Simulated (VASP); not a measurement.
# CdF2 (Pnma) in VASP: single point with PBE

Aim: the single point of CdF2 with PBE.

All numbers are computed with VASP 6.6.1; they aren't measurements. Logs are shortened: lines on timing, memory, paths and dates and some standing lists are left out, and cuts for length are marked.

## Step 1: The cell of the first run

The structure is orthorhombic, space group Pnma (No. 62). The conventional cell has a = 5.864 Å, b = 3.692 Å, c = 7.203 Å, α = 90.00°, β = 90.00°, γ = 90.00°. Within 3.1 Å of Cd (site symmetry m) lie 9 F at 2.29 to 3.00 Å. Within 3.0 Å of F (site symmetry m) lie 4 Cd at 2.29 to 2.40 Å and 7 F at 2.73 to 2.88 Å. F (site symmetry m) has 5 Cd at 2.29 to 3.00 Å and 7 F at 2.73 to 2.88 Å within 3.1 Å.

## Step 2: Single point, PBE

INCAR reads:

```
  PREC = Accurate
  ENCUT = 520
  EDIFF = 1E-6
  ISMEAR = 0
  SIGMA = 0.02
  LREAL = False
  LASPH = True
  NELM = 80
  ALGO = Normal
  ISIF = 2
  LWAVE = False
  LCHARG = False
  GGA = PE
  NBANDS = 64
```

KPOINTS reads:

```
regular mesh
0
Gamma
  4 6 4
```

POSCAR reads:

```
CdF2
1.0
    5.8641002002      0.0000000000      0.0000000000
    0.0000000000      3.6915378007      0.0000000000
    0.0000000000      0.0000000000      7.2026324507
Cd F
4 8
Direct
    0.7426755028      0.2500000000      0.0960653483
    0.2426755028      0.2500000000      0.4039346517
    0.2573244972      0.7500000000      0.9039346517
    0.7573244972      0.7500000000      0.5960653483
    0.6338773047      0.2500000000      0.4091859299
    0.1338773047      0.2500000000      0.0908140701
    0.3661226953      0.7500000000      0.5908140701
    0.8661226953      0.7500000000      0.9091859299
    0.4973525202      0.2500000000      0.8479625209
   -0.0026474798      0.2500000000      0.6520374791
    0.5026474798      0.7500000000      0.1520374791
    1.0026474798      0.7500000000      0.3479625209
```

Potentials or basis: VASP PAW PBE potentials, release 64 (Cd, F).

Launch:

```console
$ cat potpaw_PBE.64/Cd/POTCAR potpaw_PBE.64/F/POTCAR > POTCAR
$ mpirun -np 1 vasp_std > vasp.out
```

OUTCAR:

```text
PREC = Accurate
   ENCUT = 520
   EDIFF = 1E-6
   ISMEAR = 0
   LREAL = False
   LASPH = True
   NELM = 80
   ISIF = 2
   GGA = PE

 ion  position               nearest neighbor table
   1  0.743  0.250  0.096-   9 2.29   6 2.29   5 2.34  11 2.36  11 2.36   8 2.40   8 2.40   3 3.66
                             3 3.66   2 3.68   2 3.68
   2  0.243  0.250  0.404-  10 2.29   5 2.29   6 2.34  12 2.36  12 2.36   7 2.40   7 2.40   4 3.66
                             4 3.66   1 3.68   1 3.68
   3  0.257  0.750  0.904-  11 2.29   8 2.29   7 2.34   9 2.36   9 2.36   6 2.40   6 2.40   1 3.66
                             1 3.66   4 3.68   4 3.68
   4  0.757  0.750  0.596-  12 2.29   7 2.29   8 2.34  10 2.36  10 2.36   5 2.40   5 2.40   2 3.66
                             2 3.66   3 3.68   3 3.68
   5  0.634  0.250  0.409-   2 2.29   1 2.34   4 2.40   4 2.40
   6  0.134  0.250  0.091-   1 2.29   2 2.34   3 2.40   3 2.40
   7  0.366  0.750  0.591-   4 2.29   3 2.34   2 2.40   2 2.40
   8  0.866  0.750  0.909-   3 2.29   4 2.34   1 2.40   1 2.40
   9  0.497  0.250  0.848-   1 2.29   3 2.36   3 2.36
  10  0.997  0.250  0.652-   2 2.29   4 2.36   4 2.36
  11  0.503  0.750  0.152-   3 2.29   1 2.36   1 2.36
  12  0.003  0.750  0.348-   4 2.29   2 2.36   2 2.36

  LATTYP: Found a simple orthorhombic cell.
 ALAT       =     3.6915378007
 B/A-ratio  =     1.5885250312
 C/A-ratio  =     1.9511197879

  Lattice vectors:

 A1 = (   0.0000000000,  -3.6915378007,   0.0000000000)
 A2 = (   5.8641002002,   0.0000000000,   0.0000000000)
 A3 = (   0.0000000000,   0.0000000000,   7.2026324507)

Analysis of symmetry for initial positions (statically):
=====================================================================
 Subroutine PRICEL returns:
 Original cell was already a primitive cell.

 Routine SETGRP: Setting up the symmetry group for a
 simple orthorhombic supercell.

 Subroutine GETGRP returns: Found  8 space group operations
 (whereof  2 operations were pure point group operations)
 out of a pool of  8 trial point group operations.

The static configuration has the point symmetry S_2 .
 The point group associated with its full space group is D_2h.

Analysis of symmetry for dynamics (positions and initial velocities):
=====================================================================
 Subroutine PRICEL returns:
 Original cell was already a primitive cell.

 Routine SETGRP: Setting up the symmetry group for a
 simple orthorhombic supercell.

 Subroutine GETGRP returns: Found  8 space group operations
 (whereof  2 operations were pure point group operations)
 out of a pool of  8 trial point group operations.

The dynamic configuration has the point symmetry S_2 .
 The point group associated with its full space group is D_2h.

 Subroutine INISYM returns: Found  8 space group operations
 (whereof  2 operations are pure point group operations),
 and found     1 'primitive' translations

----------------------------------------------------------------------------------------

                                     Primitive cell

  volume of cell :     155.9193

  direct lattice vectors                    reciprocal lattice vectors
     5.864100200  0.000000000  0.000000000     0.170529146  0.000000000  0.000000000
     0.000000000  3.691537801  0.000000000     0.000000000  0.270889817  0.000000000
     0.000000000  0.000000000  7.202632451     0.000000000  0.000000000  0.138838127

  length of vectors
     5.864100200  3.691537801  7.202632451     0.170529146  0.270889817  0.138838127

  position of ions in fractional coordinates (direct lattice)
     0.742675503  0.250000000  0.096065348
     0.242675503  0.250000000  0.403934652
     0.257324497  0.750000000  0.903934652
     0.757324497  0.750000000  0.596065348
     0.633877305  0.250000000  0.409185930
     0.133877305  0.250000000  0.090814070
     0.366122695  0.750000000  0.590814070
     0.866122695  0.750000000  0.909185930
     0.497352520  0.250000000  0.847962521
     0.997352520  0.250000000  0.652037479
     0.502647480  0.750000000  0.152037479
     0.002647480  0.750000000  0.347962521

  ion indices of the primitive-cell ions
   primitive index   ion index
                 1           1
                 2           2
                 3           3
                 4           4
                 5           5
                 6           6
                 7           7
                 8           8
                 9           9
                10          10
                11          11
                12          12

----------------------------------------------------------------------------------------

 KPOINTS: regular mesh

Automatic generation of k-mesh.
 Grid dimensions read from file:
 generate k-points for:    4    6    4

 Generating k-lattice:

  Cartesian coordinates                     Fractional coordinates (reciprocal lattice)
     0.042632287  0.000000000  0.000000000     0.250000000  0.000000000  0.000000000
     0.000000000  0.045148303  0.000000000     0.000000000  0.166666667  0.000000000
     0.000000000  0.000000000  0.034709532     0.000000000  0.000000000  0.250000000

  Length of vectors
     0.042632287  0.045148303  0.034709532

  Shift w.r.t. Gamma in fractional coordinates (k-lattice)
     0.000000000  0.000000000  0.000000000

 Subroutine IBZKPT returns following result:
 ===========================================

 Found     36 irreducible k-points:

 Following reciprocal coordinates:
            Coordinates               Weight
  0.000000  0.000000  0.000000      1.000000
  0.250000  0.000000  0.000000      2.000000
  0.500000  0.000000  0.000000      1.000000
  0.000000  0.166667  0.000000      2.000000
  0.250000  0.166667  0.000000      4.000000
  0.500000  0.166667  0.000000      2.000000
[... 16 lines left out ...]
  0.250000  0.500000  0.250000      4.000000
  0.500000  0.500000  0.250000      2.000000
 [... further k-points ...]
   k-points           NKPTS =     36   k-points in BZ     NKDIM =     36   number of bands    NBANDS=     64
   number of dos      NEDOS =    301   number of ions     NIONS =     12
   total plane-waves  NPLWV =  72576
   dimension x,y,z NGX =    48 NGY =   28 NGZ =   54
   dimension x,y,z NGXF=    96 NGYF=   56 NGZF=  108
   ions per type =               4   8
   NGX,Y,Z   is equivalent  to a cutoff of  13.61, 12.61, 12.46 a.u.
   NGXF,Y,Z  is equivalent  to a cutoff of  27.22, 25.22, 24.93 a.u.
 SYSTEM =  unknown system
   PREC   = accura    normal or accurate (medium, high low for compatibility)
   ISTART =      0    job   : 0-new  1-cont  2-samecut
   ICHARG =      2    charge: 1-file 2-atom 10-const
   ISPIN  =      1    spin polarized calculation?
   LNONCOLLINEAR =      F non collinear calculations
   LSORBIT =      F    spin-orbit coupling
   LASPH  =      T    aspherical Exc in radial PAW
   ENCUT  =  520.0 eV  38.22 Ry    6.18 a.u.  10.90  6.86 13.39*2*pi/ulx,y,z
   NELM   =     80;   NELMIN=  2; NELMDL= -5     # of ELM steps
   EDIFF  = 0.1E-05   stopping-criterion for ELM
   LREAL  =      F    real-space projection
   EDIFFG = 0.1E-04   stopping-criterion for IOM
   NSW    =      0    number of steps for IOM
   IBRION =     -1    ionic relax: 0-MD 1-quasi-New 2-CG
   NFREE  =      0    steps in history (QN), initial steepest desc. (CG)
   ISIF   =      2    stress and relaxation
   ISYM   =      2    0-nonsym 1-usesym 2-fastsym
   POTIM  = 0.5000    time-step for ionic-motion
   TEBEG  =    0.0;   TEEND  =   0.0 temperature during run
   PSTRESS=    0.0 pullay stress
   NELECT =     104.0000    total number of electrons
   NUPDOWN=      -1.0000    fix difference up-down
   EMIN   =  10.00;   EMAX   =-10.00  energy-range for DOS
   EFERMI =   0.00;   METHOD = LEGACY
   ISMEAR =     0;   SIGMA  =   0.02  broadening in eV -4-tet -1-fermi 0-gaus
   EFERMI_NEDOS =   21; number of points for ismear=-14 and -15
   IALGO  =     38    algorithm
   IMIX   =      4    mixing-type and parameters
     AMIX     =   0.40;   BMIX     =  1.00
     AMIX_MAG =   1.60;   BMIX_MAG =  1.00
  volume/ion in A,a.u.               =      12.99        87.68
  Fermi-wavevector in a.u.,A,eV,Ry     =   1.430384  2.703034 27.837496  2.045998
  Thomas-Fermi vector in A             =   2.550235
   LORBIT       =      0    0 simple, 1 ext, 2 COOP (PROOUT), +10 PAW based schemes
   GGA     = PE    functional components
   LHFCALC =     F    Hartree Fock is set to
   AEXX    =    0.0000 exact exchange contribution
   IVDW    =     0    specifies the selected vdW correction
   LEPSILON=     F    determine dielectric tensor
   LRPA    =     F    only Hartree local field effects (RPA)
 non-spin polarized calculation
 Gauss-broadening in eV      SIGMA  =   0.02
  energy-cutoff  :      520.00
  volume of cell :      155.92
 maximum number of plane-waves:      4242
 NGX is ok and might be reduce to    48
   NGX = 21   NGY = 13   NGZ = 27

 number of electron     103.9999977 magnetization

 Free energy of the ion-electron system (eV)
  ---------------------------------------------------
  ext. energy  EPLUGINS =         0.00000000
  ---------------------------------------------------
  free energy    TOTEN  =       -43.05095688 eV

  energy without entropy =      -43.05095688  energy(sigma->0) =      -43.05095688

 E-fermi :  -1.3329     XC(G=0): -10.5843

 val. band max:       -1.4962803411   @ k =   0.0000   0.5000   0.0000
 cond. band min:       1.2809322048   @ k =   0.0000   0.0000   0.0000
 fundamental gap:      2.7772125459
 Fermi energy:        -1.3329324621

 k-point     1 :       0.0000    0.0000    0.0000
  band No.  band energies     occupation
      1     -21.9648      2.00000
      2     -21.7196      2.00000
      3     -21.4947      2.00000
      4     -21.4776      2.00000
      5     -21.2481      2.00000
      6     -21.1129      2.00000
[... 56 lines left out ...]
     63      11.9859      0.00000
     64      12.2465      0.00000

 k-point     2 :       0.2500    0.0000    0.0000
  band No.  band energies     occupation
      1     -21.9194      2.00000
      2     -21.7271      2.00000
      3     -21.5284      2.00000
      4     -21.5094      2.00000
      5     -21.2134      2.00000
      6     -21.1371      2.00000
[... 1530 lines left out ...]
     63      10.7744      0.00000
     64      10.7744      0.00000

 [... further k-points ...]
[... 5 lines left out ...]
  --------------------------------------------------------------------------------------
  -------------------------------------------------------------------------------------
  Total        0.7133884      0.5360612      0.5555716      0.0000000      0.0000000      0.0000000
  in kB        7.3305515      5.5083937      5.7088763      0.0000000      0.0000000      0.0000000
  external PRESSURE =       6.1826072 kB  Pullay stress =       0.0000000 kB

 VOLUME and BASIS-vectors are now :
 -----------------------------------------------------------------------------
  energy-cutoff  :      520.00
  volume of cell :      155.92
      direct lattice vectors                 reciprocal lattice vectors
     5.864100200  0.000000000  0.000000000     0.170529146  0.000000000  0.000000000
     0.000000000  3.691537801  0.000000000     0.000000000  0.270889817  0.000000000
     0.000000000  0.000000000  7.202632451     0.000000000  0.000000000  0.138838127

 POSITION                                       TOTAL-FORCE (eV/Angst)
 -----------------------------------------------------------------------------------
      4.35512      0.92288      0.69192         0.026597      0.000000      0.030575
      1.42307      0.92288      2.90939         0.026597      0.000000     -0.030575
      1.50898      2.76865      6.51071        -0.026597     -0.000000     -0.030575
      4.44103      2.76865      4.29324        -0.026597      0.000000      0.030575
      3.71712      0.92288      2.94722         0.017580      0.000000      0.003147
      0.78507      0.92288      0.65410         0.017580      0.000000     -0.003147
      2.14698      2.76865      4.25542        -0.017580      0.000000     -0.003147
      5.07903      2.76865      6.54853        -0.017580      0.000000      0.003147
      2.91653      0.92288      6.10756         0.006112      0.000000     -0.056875
      5.84858      0.92288      4.69639         0.006112      0.000000      0.056875
      2.94758      2.76865      1.09507        -0.006112      0.000000      0.056875
      0.01553      2.76865      2.50625        -0.006112     -0.000000     -0.056875
 -----------------------------------------------------------------------------------
    total drift:                                0.000000      0.000000     -0.000000

  FREE ENERGIE OF THE ION-ELECTRON SYSTEM (eV)
  ---------------------------------------------------
  free  energy   TOTEN  =       -43.0509568827 eV

  energy  without entropy=      -43.0509568827  energy(sigma->0) =      -43.05095688
```

It took 4.6 min on 1 thread of Intel Xeon Platinum 8488C (Sapphire Rapids), shared host; peak memory 0.39 GiB.

Results:

| Property | Result |
| --- | --- |
| Free energy | -43.0510 eV |
| Pressure | 0.6 GPa |
| Largest force | 0.057 eV/Å |
| Band gap on the k mesh | 2.78 eV (least direct gap 2.83 eV) |

Forces in eV/Å, atoms in the order of the input:
```
Cd   0.027  0.000  0.031
Cd   0.027  0.000 -0.031
Cd  -0.027  0.000 -0.031
Cd  -0.027  0.000  0.031
F    0.018  0.000  0.003
F    0.018  0.000 -0.003
F   -0.018  0.000 -0.003
F   -0.018  0.000  0.003
F    0.006  0.000 -0.057
F    0.006  0.000  0.057
F   -0.006  0.000  0.057
F   -0.006  0.000 -0.057
```

Stress tensor (GPa, compression positive):
```
0.73 0.00 0.00
0.00 0.55 0.00
0.00 0.00 0.57
```

A k mesh can miss the band edges.
